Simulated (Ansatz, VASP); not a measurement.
Two plane-wave programs on Bi3As2

```
Bi As
1.0
     5.27023    0.00000    0.00000
    -2.63512    4.56416    0.00000
     0.00000    0.00000    6.20295
Bi As
3 2
Direct
  0.00000 0.00000 0.00000
  0.33333 0.66667 0.72329
  0.66667 0.33333 0.27671
  0.33333 0.66667 0.20906
  0.66667 0.33333 0.79094
```

Alike in both runs: functional PBE; k mesh 6 × 6 × 4; occupations gaussian, width 0.1 eV; no spin polarisation.

Ansatz relaxed the structure, and its values are those at the end. VASP's run is a single point on that final structure, the one shown.

|  | VASP | Ansatz |
| --- | --- | --- |
| version | VASP 6.6.1 | Ansatz 0.2.0 |
| potentials or method | VASP PAW PBE potentials, release 64 (Bi_d, As), cutoff 520 eV | scalar-relativistic, plane waves, PAW |
| valence electrons in the cell | 55 | 75 |

|  | VASP | Ansatz | Ansatz less VASP |
| --- | --- | --- | --- |
| gap on the k mesh at the Fermi level (eV) | none | none | - |
| pressure (GPa) | 0.1 | 0.2 | +0.01 |
| rms of the force components (eV/Å) | 0.003 | 0.003 | -0.0005 |

A gap of «none» marks a metal or a gap that the smearing closes. VASP's potentials hold 55 valence electrons a cell and Ansatz's 75, so a difference there can come from the potentials and not from the codes.

Spin-orbit coupling is off throughout.
